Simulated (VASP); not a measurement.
A run of VASP 6.6.1:

Contents of INCAR:

```
ALGO = Normal
EDIFF = 1E-6
ENCUT = 600
GGA = CA
GGA_COMPAT = F
ISIF = 2
ISMEAR = 0
LASPH = T
LCHARG = F
LREAL = F
LWAVE = F
NBANDS = 19
NELM = 120
PREC = Accurate
SIGMA = 0.01
```

File KPOINTS:

```
k-points
0
Gamma
  8 8 8
```

Contents of POSCAR:

```
CaF2
1.0
    0.0000000000      2.5973626651      2.5973626651
    2.5973626651      0.0000000000      2.5973626651
    2.5973626651      2.5973626651      0.0000000000
Ca F
1 2
Direct
    0.0000000000      0.0000000000      0.0000000000
    0.2500000000      0.2500000000      0.2500000000
    0.7500000000      0.7500000000      0.7500000000
```

Potentials or basis: VASP PAW LDA potentials, release 64 (Ca_sv, F).

The run is started by

```bash
$ cat potpaw_LDA.64/Ca_sv/POTCAR potpaw_LDA.64/F/POTCAR > POTCAR
$ mpirun -np 1 vasp_std > vasp.out
```

Hardware: 1 thread of Intel Xeon 8259CL, with other jobs on the host.

**Question.** Estimate the wall time of this run.

**Answer.** It took 41 s on 1 thread of Intel Xeon 8259CL, with other jobs on the host, peak memory 0.16 GiB. Counts: scf iterations 13, k points 29.
